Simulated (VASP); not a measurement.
Here is a VASP 6.6.1 calculation.

The input INCAR:

```
PREC = Accurate
ENCUT = 520
EDIFF = 1E-7
ISMEAR = 0
SIGMA = 0.2
LREAL = F
LASPH = T
NELM = 60
ALGO = Normal
ISIF = 2
LWAVE = F
LCHARG = F
GGA = PE
NBANDS = 33
```

File KPOINTS:

```
regular mesh
0
Gamma
  4 4 2
```

Contents of POSCAR:

```
Li2HfTe3W
1.0
    5.1272548697      0.0000000000      0.0000000000
    0.0000000000      5.1272548697      0.0000000000
    0.0000000000      0.0000000000      8.1988519265
Li Hf Te W
2 1 3 1
Direct
    0.0000000000      0.5000000000      0.0000000000
    0.5000000000      0.0000000000      0.0000000000
    0.0000000000      0.0000000000      0.0000000000
    0.0000000000      0.0000000000      0.6764290534
    0.0000000000      0.0000000000      0.3235709466
    0.5000000000      0.5000000000      0.0000000000
    0.5000000000      0.5000000000      0.5000000000
```

Potentials or basis: VASP PAW PBE potentials, release 64 (Li_sv, Hf_pv, Te, W_sv).

Run with:

```bash
$ cat potpaw_PBE.64/Li_sv/POTCAR potpaw_PBE.64/Hf_pv/POTCAR potpaw_PBE.64/Te/POTCAR potpaw_PBE.64/W_sv/POTCAR > POTCAR
$ mpirun -np 1 vasp_std > vasp.out
```

**Question.** Estimate the largest force.

**Answer.** 0.022 eV/Å.

**Question.** What does it give for the band gap on the k mesh?

**Answer.** Zero (band 24 reaches 3.54 eV, above the bottom of band 25 at 3.32 eV).

Forces on the atoms (eV/Å):
```
Li   0.000  0.000  0.000
Li   0.000  0.000  0.000
Hf   0.000  0.000  0.000
Te   0.000  0.000  0.022
Te   0.000  0.000 -0.022
Te   0.000  0.000  0.000
W    0.000  0.000  0.000
```

Caveat: the k points lie up to 0.38 Å⁻¹ apart; spin-orbit coupling is left out, which moves the levels of the heavy elements.
